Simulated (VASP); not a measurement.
# TcOs (Pm-3m) in VASP: relaxation of cell and atoms with LDA

Aim: the relaxation of cell and atoms of TcOs with LDA.

Program: VASP 6.6.1. These are calculated values, not measurements. Logs are shortened: lines on timing, memory, paths and dates and some standing lists are left out, and cuts for length are marked.

**1. The cell of the first run**

Symmetry: Pm-3m, No. 221, cubic system. The conventional cell has a = 2.910 Å, b = 2.910 Å, c = 2.910 Å, α = 90.00°, β = 90.00°, γ = 90.00°. Os (site symmetry m-3m) has 8 Tc at 2.52 Å and 6 Os at 2.91 Å within 3.3 Å. Tc (site symmetry m-3m) has 8 Os at 2.52 Å and 6 Tc at 2.91 Å within 3.3 Å.

**2. Relaxation of cell and atoms, LDA**

The input, INCAR:

```
SYSTEM = TcOs
  PREC = Accurate
  ENCUT = 600
  EDIFF = 1E-7
  ISMEAR = 0
  SIGMA = 0.05
  LREAL = .FALSE.
  LASPH = .TRUE.
  NELM = 60
  ALGO = Normal
  ISIF = 3
  LWAVE = .FALSE.
  LCHARG = .FALSE.
  GGA = CA
  IBRION = 2
  NSW = 80
  EDIFFG = -0.03
```

The input, KPOINTS:

```
Automatic mesh
0
G
  8 8 8
  0 0 0
```

The input, POSCAR:

```
TcOs
1.0
    2.9100000000      0.0000000000      0.0000000000
    0.0000000000      2.9100000000      0.0000000000
    0.0000000000      0.0000000000      2.9100000000
Os Tc
1 1
Direct
    0.0000000000      0.0000000000      0.0000000000
    0.5000000000      0.5000000000      0.5000000000
```

Potentials or basis: VASP PAW LDA potentials, release 64 (Os, Tc_pv).

Launch:

```bash
$ cat potpaw_LDA.64/Os/POTCAR potpaw_LDA.64/Tc_pv/POTCAR > POTCAR
$ mpirun -np 1 vasp_std > vasp.out
```

OUTCAR:

```text
SYSTEM = TcOs
   PREC = Accurate
   ENCUT = 600
   EDIFF = 1E-7
   ISMEAR = 0
   LREAL = .FALSE.
   LASPH = .TRUE.
   NELM = 60
   ISIF = 3
   GGA = CA
   IBRION = 2
   NSW = 80
   EDIFFG = -0.03

 ion  position               nearest neighbor table
   1  0.000  0.000  0.000-   2 2.52   2 2.52   2 2.52   2 2.52   2 2.52   2 2.52   2 2.52   2 2.52

   2  0.500  0.500  0.500-   1 2.52   1 2.52   1 2.52   1 2.52   1 2.52   1 2.52   1 2.52   1 2.52

  LATTYP: Found a simple cubic cell.
 ALAT       =     2.9100000000

  Lattice vectors:

 A1 = (   2.9100000000,   0.0000000000,   0.0000000000)
 A2 = (   0.0000000000,   2.9100000000,   0.0000000000)
 A3 = (   0.0000000000,   0.0000000000,   2.9100000000)

Analysis of symmetry for initial positions (statically):
=====================================================================
 Subroutine PRICEL returns:
 Original cell was already a primitive cell.

 Routine SETGRP: Setting up the symmetry group for a
 simple cubic supercell.

 Subroutine GETGRP returns: Found 48 space group operations
 (whereof 48 operations were pure point group operations)
 out of a pool of 48 trial point group operations.

The static configuration has the point symmetry O_h .

Analysis of symmetry for dynamics (positions and initial velocities):
=====================================================================
 Subroutine PRICEL returns:
 Original cell was already a primitive cell.

 Routine SETGRP: Setting up the symmetry group for a
 simple cubic supercell.

 Subroutine GETGRP returns: Found 48 space group operations
 (whereof 48 operations were pure point group operations)
 out of a pool of 48 trial point group operations.

The dynamic configuration has the point symmetry O_h .

 Subroutine INISYM returns: Found 48 space group operations
 (whereof 48 operations are pure point group operations),
 and found     1 'primitive' translations

----------------------------------------------------------------------------------------

                                     Primitive cell

  volume of cell :      24.6422

  direct lattice vectors                    reciprocal lattice vectors
     2.910000000  0.000000000  0.000000000     0.343642612  0.000000000  0.000000000
     0.000000000  2.910000000  0.000000000     0.000000000  0.343642612  0.000000000
     0.000000000  0.000000000  2.910000000     0.000000000  0.000000000  0.343642612

  length of vectors
     2.910000000  2.910000000  2.910000000     0.343642612  0.343642612  0.343642612

  position of ions in fractional coordinates (direct lattice)
     0.000000000  0.000000000  0.000000000
[... 96 lines left out ...]
   IMIX   =      4    mixing-type and parameters
     AMIX     =   0.40;   BMIX     =  1.00
     AMIX_MAG =   1.60;   BMIX_MAG =  1.00
  volume/ion in A,a.u.               =      12.32        83.15
  Fermi-wavevector in a.u.,A,eV,Ry     =   1.552107  2.933057 32.776919  2.409036
  Thomas-Fermi vector in A             =   2.656530
   LORBIT       =      0    0 simple, 1 ext, 2 COOP (PROOUT), +10 PAW based schemes
   GGA     = CA    functional components
   LHFCALC =     F    Hartree Fock is set to
   AEXX    =    0.0000 exact exchange contribution
   IVDW    =     0    specifies the selected vdW correction
   LEPSILON=     F    determine dielectric tensor
   LRPA    =     F    only Hartree local field effects (RPA)
 conjugate gradient relaxation of ions
 non-spin polarized calculation
 Gauss-broadening in eV      SIGMA  =   0.05
  energy-cutoff  :      600.00
  volume of cell :       24.64
 maximum number of plane-waves:       840
 NGX is ok and might be reduce to    24
   NGX = 11   NGY = 11   NGZ = 11

--------------------------------------- Ionic step        1  -------------------------------------------

 number of electron      21.0000001 magnetization

 Free energy of the ion-electron system (eV)
  ---------------------------------------------------
  ext. energy  EPLUGINS =         0.00000000
  ---------------------------------------------------
  free energy    TOTEN  =       -22.63049536 eV

  energy without entropy =      -22.62812898  energy(sigma->0) =      -22.62931217

------------------------ aborting loop because EDIFF is reached ----------------------------------------

  FORCE on cell =-STRESS in cart. coord.  units (eV):
  Direction    XX          YY          ZZ          XY          YZ          ZX
  --------------------------------------------------------------------------------------
  -------------------------------------------------------------------------------------
  Total       10.2432775     10.2432775     10.2432775      0.0000000      0.0000000      0.0000000
  in kB      665.9943614    665.9943614    665.9943614      0.0000000      0.0000000      0.0000000
  external PRESSURE =     665.9943614 kB  Pullay stress =       0.0000000 kB
[... 23 lines left out ...]
--------------------------------------- Ionic step        2  -------------------------------------------

 number of electron      21.0000005 magnetization

 E-fermi :   4.4252     XC(G=0): -11.2859

 val. band max:        4.4130728879   @ k =   0.2500   0.2500   0.1250
 cond. band min:       4.4544858133   @ k =   0.5000   0.3750   0.0000
 fundamental gap:      0.0414129253
 Fermi energy:         4.4251712015

 k-point     1 :       0.0000    0.0000    0.0000
  band No.  band energies     occupation
      1     -34.4121      2.00000
      2     -34.4121      2.00000
      3     -34.4121      2.00000
      4      -1.7020      2.00000
      5       1.2641      2.00000
      6       1.2641      2.00000
      7       3.0266      2.00000
      8       3.0266      2.00000
      9       3.0266      2.00000
     10       4.5373      0.00152
     11       4.5373      0.00152
     12       5.5427      0.00000
     13       5.5427      0.00000
     14       5.5427      0.00000
[... 498 lines left out ...]
--------------------------------------- Ionic step        5  -------------------------------------------

 number of electron      21.0000003 magnetization

 Free energy of the ion-electron system (eV)
  ---------------------------------------------------
  ext. energy  EPLUGINS =         0.00000000
  ---------------------------------------------------
  free energy    TOTEN  =       -23.26547654 eV

  energy without entropy =      -23.26307853  energy(sigma->0) =      -23.26427754

 E-fermi :  11.5640     XC(G=0): -14.1465

 val. band max:       11.5582398105   @ k =   0.1250   0.1250   0.1250
 cond. band min:      11.6310514430   @ k =   0.5000   0.5000   0.1250
 fundamental gap:      0.0728116325
 Fermi energy:        11.5639880143

 k-point     1 :       0.0000    0.0000    0.0000
  band No.  band energies     occupation
      1     -27.5841      2.00000
      2     -27.5841      2.00000
      3     -27.5841      2.00000
      4       1.8750      2.00000
      5       4.4467      2.00000
      6       4.4467      2.00000
      7       8.5406      2.00000
      8       8.5406      2.00000
      9       8.5406      2.00000
     10      11.7786      0.00000
     11      11.7786      0.00000
     12      14.2521      0.00000
     13      14.2521      0.00000
     14      14.2521      0.00000
[... 420 lines left out ...]
  FREE ENERGIE OF THE ION-ELECTRON SYSTEM (eV)
  ---------------------------------------------------
  free  energy   TOTEN  =       -23.2654765433 eV

  energy  without entropy=      -23.2630785303  energy(sigma->0) =      -23.26427754

 reached required accuracy - stopping structural energy minimisation
```

OSZICAR:

```text
N       E                     dE             d eps       ncg     rms          rms(c)
DAV:   1     0.222522747561E+03    0.22252E+03   -0.13317E+04   996   0.168E+03
[... 60 lines left out ...]
DAV:   2    -0.232694877115E+02    0.56728E-02   -0.62057E-02  1148   0.280E+00    0.723E-01
DAV:   3    -0.232657705923E+02    0.37171E-02   -0.18073E-02  1334   0.136E+00    0.154E-01
DAV:   4    -0.232654104310E+02    0.36016E-03   -0.28931E-03  1106   0.579E-01    0.886E-02
DAV:   5    -0.232654748713E+02   -0.64440E-04   -0.10174E-04  1054   0.979E-02    0.185E-02
DAV:   6    -0.232654752577E+02   -0.38635E-06   -0.13532E-05  1266   0.378E-02    0.589E-03
DAV:   7    -0.232654764473E+02   -0.11897E-05   -0.37530E-06  1336   0.185E-02    0.257E-03
DAV:   8    -0.232654765433E+02   -0.96009E-07   -0.64661E-08   518   0.232E-03
   5 F= -.23265477E+02 E0= -.23264278E+02  d E =-.634981E+00
```

It took 25 s on 1 thread of Intel Xeon 6975P-C (Granite Rapids), shared host; peak memory 0.14 GiB.

Results:

| Item | Value |
| --- | --- |
| Free energy | -23.2655 eV |
| Relaxed volume | 14.05 Å³/atom |
| Relaxed cell | a = 3.040 Å, b = 3.040 Å, c = 3.040 Å, α = 90.00°, β = 90.00°, γ = 90.00° |
| Space group after relaxing (to 0.1 Å) | Pm-3m (No. 221) |
| Pressure after relaxing | 0.0 GPa |
| Band gap on the k mesh | zero (an odd number of electrons rules out a gap without spin polarisation) |

Final structure:
```cif
data_structure
_symmetry_space_group_name_H-M 'P 1'
_symmetry_Int_Tables_number 1
_cell_length_a 3.0400
_cell_length_b 3.0400
_cell_length_c 3.0400
_cell_angle_alpha 90.000
_cell_angle_beta 90.000
_cell_angle_gamma 90.000
_cell_volume 28.10
loop_
_atom_site_label
_atom_site_type_symbol
_atom_site_fract_x
_atom_site_fract_y
_atom_site_fract_z
_atom_site_occupancy
Os1 Os 0.00000 0.00000 0.00000 1
Tc1 Tc 0.50000 0.50000 0.50000 1
```

Caveat: spin-orbit coupling is left out, which moves the levels of the heavy elements.
